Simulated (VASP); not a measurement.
# ZnSe (F-43m) in VASP: further runs

ZnSe is run at these levels: PBE; tasks: vibrations by perturbation theory, elastic constants.

All numbers are computed with VASP 6.6.1; they aren't measurements. Logs are shortened: lines on timing, memory, paths and dates and some standing lists are left out, and cuts for length are marked.

## Step 1: The cell of the first run

The structure is cubic, space group F-43m (No. 216). The conventional cell has a = 5.850 Å, b = 5.850 Å, c = 5.850 Å, α = 90.00°, β = 90.00°, γ = 90.00°. Zn (site symmetry -43m) has 4 Se at 2.53 Å within 3.3 Å. Within 3.3 Å of Se (site symmetry -43m) lie 4 Zn at 2.53 Å.

## Step 2: Vibrations by perturbation theory, PBE

Contents of INCAR:

```
SYSTEM = ZnSe
PREC = Accurate
ENCUT = 520
EDIFF = 1E-8
ISMEAR = 0
SIGMA = 0.01
LREAL = .FALSE.
LASPH = .TRUE.
NELM = 100
ALGO = Normal
ISIF = 2
LWAVE = .FALSE.
LCHARG = .FALSE.
GGA = PE
IBRION = 8
NSW = 1
LEPSILON = .TRUE.
```

Contents of KPOINTS:

```
Automatic mesh
0
G
  8 8 8
  0 0 0
```

Contents of POSCAR:

```
ZnSe
1.0
    0.0000000000      2.9250794176      2.9250794176
    2.9250794176      0.0000000000      2.9250794176
    2.9250794176      2.9250794176      0.0000000000
Zn Se
1 1
Direct
    0.0000000000      0.0000000000      0.0000000000
    0.7500000000      0.7500000000      0.7500000000
```

Potentials or basis: VASP PAW PBE potentials, release 64 (Zn, Se).

Launch:

```console
cat potpaw_PBE.64/Zn/POTCAR potpaw_PBE.64/Se/POTCAR > POTCAR
mpirun -np 1 vasp_std > vasp.out
```

OUTCAR:

```text
SYSTEM = ZnSe
   PREC = Accurate
   ENCUT = 520
   EDIFF = 1E-8
   ISMEAR = 0
   LREAL = .FALSE.
   LASPH = .TRUE.
   NELM = 100
   ISIF = 2
   GGA = PE
   IBRION = 8
   NSW = 1
   LEPSILON = .TRUE.

 ion  position               nearest neighbor table
   1  0.000  0.000  0.000-   2 2.53   2 2.53   2 2.53   2 2.53
   2  0.750  0.750  0.750-   1 2.53   1 2.53   1 2.53   1 2.53

  LATTYP: Found a face centered cubic cell.
 ALAT       =     5.8501588352

  Lattice vectors:

 A1 = (   0.0000000000,   2.9250794176,   2.9250794176)
 A2 = (   2.9250794176,   0.0000000000,   2.9250794176)
 A3 = (   2.9250794176,   2.9250794176,   0.0000000000)

Analysis of symmetry for initial positions (statically):
=====================================================================
 Subroutine PRICEL returns:
 Original cell was already a primitive cell.

 Routine SETGRP: Setting up the symmetry group for a
 face centered cubic supercell.

 Subroutine GETGRP returns: Found 24 space group operations
 (whereof 24 operations were pure point group operations)
 out of a pool of 48 trial point group operations.

The static configuration has the point symmetry T_d .

Analysis of symmetry for dynamics (positions and initial velocities):
=====================================================================
 Subroutine PRICEL returns:
 Original cell was already a primitive cell.

 Routine SETGRP: Setting up the symmetry group for a
 face centered cubic supercell.

 Subroutine GETGRP returns: Found 24 space group operations
 (whereof 24 operations were pure point group operations)
 out of a pool of 48 trial point group operations.

The dynamic configuration has the point symmetry T_d .

 Subroutine INISYM returns: Found 24 space group operations
 (whereof 24 operations are pure point group operations),
 and found     1 'primitive' translations

[... 616 lines left out ...]
     0.00000  2.69433  0.00745

 MACROSCOPIC STATIC DIELECTRIC TENSOR (including local field effects in DFT)
 ------------------------------------------------------
           8.877035     0.000000     0.000000
           0.000000     8.877035     0.000000
          -0.000000    -0.000000     8.877035
 ------------------------------------------------------

 PIEZOELECTRIC TENSOR (including local field effects)  for field in x, y, z        (e  Angst)
          XX          YY          ZZ          XY          YZ          ZX
  --------------------------------------------------------------------------------
  x     0.00000    -0.00000     0.00000     0.00000     2.41300     0.00000
  y     0.00000    -0.00000    -0.00000     0.00000     0.00000     2.41300
  z    -0.00000    -0.00000     0.00000     2.41300     0.00000     0.00000

 PIEZOELECTRIC TENSOR (including local field effects)  for field in x, y, z        (C/m^2)
          XX          YY          ZZ          XY          YZ          ZX
  --------------------------------------------------------------------------------
  x     0.00000    -0.00000     0.00000     0.00000     0.77237     0.00000
  y     0.00000    -0.00000    -0.00000     0.00000     0.00000     0.77237
  z    -0.00000    -0.00000     0.00000     0.77237     0.00000     0.00000

 BORN EFFECTIVE CHARGES (including local field effects) (in |e|, cummulative output)
 ---------------------------------------------------------------------------------
 ion    1
    1     2.24829    -0.00000    -0.00000
    2     0.00000     2.24829     0.00000
    3    -0.00000     0.00000     2.24829
 ion    2
    1    -2.24829     0.00000     0.00000
    2    -0.00000    -2.24829    -0.00000
    3     0.00000    -0.00000    -2.24829

 INTERNAL STRAIN TENSOR FOR ION    2 for displacements in x,y,z  (eV/Angst):
          X           Y           Z          XY          YZ          ZX
  --------------------------------------------------------------------------------
  x    -0.00000    -0.00000    -0.00000     0.00000     2.69433     0.00000
  y    -0.00000    -0.00000    -0.00000     0.00000     0.00000     2.69433
  z    -0.00000    -0.00000    -0.00000     2.69433     0.00000     0.00000

 SECOND DERIVATIVES (NOT SYMMETRIZED)
 ------------------------------------
               1X          1Y          1Z          2X          2Y          2Z
  1X    -4.075239    0.000000    0.000000    4.075239    0.000000    0.000000
  1Y     0.000000   -4.075239    0.000000    0.000000    4.075239    0.000000
  1Z     0.000000    0.000000   -4.075239    0.000000    0.000000    4.075239
  2X     4.064718    0.000000    0.000000   -4.064718    0.000000    0.000000
  2Y     0.000000    4.064718    0.000000    0.000000   -4.064718    0.000000
  2Z     0.000000    0.000000    4.064718    0.000000    0.000000   -4.064718

 Eigenvectors and eigenvalues of the dynamical matrix
 ----------------------------------------------------

   1 f  =    5.273785 THz    33.136167 2PiTHz  175.914526 cm-1    21.810612 meV
             X         Y         Z           dx          dy          dz
      0.000000  0.000000  0.000000     0.000000    0.740030    0.000000
      4.387619  4.387619  4.387619     0.000000   -0.672574    0.000000
[... 21 lines left out ...]
   6 f/i=    0.003393 THz     0.021317 2PiTHz    0.113167 cm-1     0.014031 meV
             X         Y         Z           dx          dy          dz
      0.000000  0.000000  0.000000     0.000000    0.000000   -0.672574
      4.387619  4.387619  4.387619     0.000000    0.000000   -0.740030

--------------------------------------------------------------------------------------------------------

 MACROSCOPIC STATIC DIELECTRIC TENSOR IONIC CONTRIBUTION
 ------------------------------------------------------
           4.489899     0.000000    -0.000000
           0.000000     4.489899     0.000000
          -0.000000     0.000000     4.489899
 ------------------------------------------------------

 ELASTIC MODULI CONTR FROM IONIC RELAXATION (kBar)
 Direction    XX          YY          ZZ          XY          YZ          ZX
 --------------------------------------------------------------------------------
 XX          -0.0000     -0.0000     -0.0000      0.0000      0.0000      0.0000
 YY          -0.0000     -0.0000     -0.0000      0.0000      0.0000      0.0000
 ZZ          -0.0000     -0.0000     -0.0000      0.0000      0.0000      0.0000
 XY           0.0000      0.0000      0.0000    -57.4523      0.0000      0.0000
 YZ           0.0000      0.0000      0.0000      0.0000    -57.4523      0.0000
 ZX           0.0000      0.0000      0.0000      0.0000      0.0000    -57.4523
 --------------------------------------------------------------------------------

 PIEZOELECTRIC TENSOR IONIC CONTR  for field in x, y, z        (C/m^2)
          XX          YY          ZZ          XY          YZ          ZX
  --------------------------------------------------------------------------------
  x     0.00000     0.00000     0.00000     0.00000    -0.47791     0.00000
  y     0.00000     0.00000     0.00000    -0.00000    -0.00000    -0.47791
  z     0.00000     0.00000     0.00000    -0.47791     0.00000    -0.00000
```

OSZICAR:

```text
N       E                     dE             d eps       ncg     rms          rms(c)
DAV:   1     0.860793175471E+02    0.86079E+02   -0.89629E+03   754   0.154E+03
[... 189 lines left out ...]
RMM:   6    -0.830206370142E-01    0.93882E-05   -0.19136E-07  4224   0.296E-03    0.115E-03
RMM:   7    -0.830197450871E-01    0.89193E-06   -0.19418E-08  4239   0.104E-03    0.188E-04
RMM:   8    -0.830219712442E-01   -0.22262E-05    0.16333E-08  4305   0.298E-04    0.555E-05
RMM:   9    -0.830218312072E-01    0.14004E-06    0.41705E-10  4120   0.160E-04    0.100E-05
RMM:  10    -0.830217531280E-01    0.78079E-07    0.79191E-09  4356   0.254E-05    0.718E-06
RMM:  11    -0.830217903831E-01   -0.37255E-07   -0.11515E-09  3963   0.129E-05    0.260E-06
RMM:  12    -0.830217968363E-01   -0.64532E-08    0.10916E-09  2973   0.328E-06    0.354E-07
 Linear response finished
```

stdout:

```text
POSCAR found type information on POSCAR ZnSe
 POSCAR found :  2 types and       2 ions
 scaLAPACK will be used
 LDA part: xc-table for (Slater+PW92), standard interpolation
 POSCAR, INCAR and KPOINTS ok, starting setup
 FFT: planning ... GRIDC
 FFT: planning ... GRID_SOFT
 FFT: planning ... GRID
 WAVECAR not read
 entering main loop
[... 24 lines left out ...]
 dielectric tensor                  component  3 :     1.406     1.201     8.877
 Linear response DOF=           2
 Linear response progress:
 first order change of Fermi-energy   0.23920E-01
 force on displaced ion       1 direction 1 :  -4.075   0.000   0.000
 Born effective charge ion    1 direction 1 :   2.220   0.000   0.000
 Linear response progress:
 first order change of Fermi-energy  -0.23626E-01
 force on displaced ion       2 direction 1 :  -4.065  -0.000  -0.000
 Born effective charge ion    2 direction 1 :  -2.275   0.000   0.000
 Born effective charges drift removed
 Linear response finished
```

Run time: 9 min. Hardware: 1 thread of AMD EPYC 7R13 (Zen 3), shared host; peak memory 0.3 GiB.

What came out:

| Item | Value |
| --- | --- |
| Electronic dielectric tensor (diagonal) | 8.88 |
| Born charges (mean of the diagonal) | Zn +2.25; Se -2.25 e |
| Highest phonon frequency at Γ, LO-TO splitting left out | 176 cm⁻¹ |

Phonon frequencies in cm⁻¹ (negative: imaginary):
| q point | frequencies |
| --- | --- |
| (0.000, 0.000, 0.000) | 0 0 0 176 176 176 |

Electronic dielectric tensor:
```
8.88 0.00 0.00
0.00 8.88 0.00
0.00 0.00 8.88
```

Born effective charge tensors (e):
atom 1, Zn
```
2.25 0.00 0.00
0.00 2.25 0.00
0.00 0.00 2.25
```
atom 2, Se
```
-2.25  0.00  0.00
 0.00 -2.25  0.00
 0.00  0.00 -2.25
```

Caveat: the cell wasn't relaxed at this level first, which shifts response properties.

## Step 3: Elastic constants, PBE

This run uses another cell than the first one, of 19.26 Å³/atom, 0.770 times its volume.

Contents of INCAR:

```
SYSTEM = ZnSe
PREC = Accurate ; ENCUT = 600
EDIFF = 1E-8 ; ISMEAR = 0
SIGMA = 0.01 ; LREAL = .FALSE.
LASPH = .TRUE. ; NELM = 100
ALGO = Normal ; ISIF = 3
LWAVE = .FALSE. ; LCHARG = .FALSE.
GGA = PE ; IBRION = 6
NFREE = 2 ; POTIM = 0.015
NSW = 1
```

Contents of KPOINTS:

```
regular mesh
0
G
  10 10 10
  0 0 0
```

Contents of POSCAR:

```
ZnSe
1.0
    0.0000000000      2.6805296698      2.6805296698
    2.6805296698      0.0000000000      2.6805296698
    2.6805296698      2.6805296698      0.0000000000
Zn Se
1 1
Direct
    0.0000000000      0.0000000000      0.0000000000
    0.7500000000      0.7500000000      0.7500000000
```

Potentials or basis: VASP PAW PBE potentials, release 64 (Zn, Se).

Launch:

```console
cat potpaw_PBE.64/Zn/POTCAR potpaw_PBE.64/Se/POTCAR > POTCAR
mpirun -np 1 vasp_std > vasp.out
```

It took 22 min on 1 thread of Intel Xeon Platinum 8488C (Sapphire Rapids), shared host; peak memory 0.43 GiB.

Results (log left out):

* Elastic constants C11, C12, C44: 129, 105, 34 GPa
* Voigt bulk modulus: 113 GPa
* Highest phonon frequency at Γ, LO-TO splitting left out: 272 cm⁻¹

Phonon frequencies in cm⁻¹ (negative: imaginary):
```csv
q point,frequencies
"(0.000, 0.000, 0.000)",0 0 0 272 272 272
```

Elastic tensor in Voigt notation (GPa, in the Cartesian axes of the cell as first typed):
```
129 105 105   0   0   0
105 129 105   0   0   0
105 105 129   0   0   0
  0   0   0  34   0   0
  0   0   0   0  34   0
  0   0   0   0   0  34
```

Clamped-ion elastic tensor (GPa):
```
129 105 105   0   0   0
105 129 105   0   0   0
105 105 129   0   0   0
  0   0   0 107   0   0
  0   0   0   0 107   0
  0   0   0   0   0 107
```

Caveat: the cell is under stress, which shifts elastic constants.
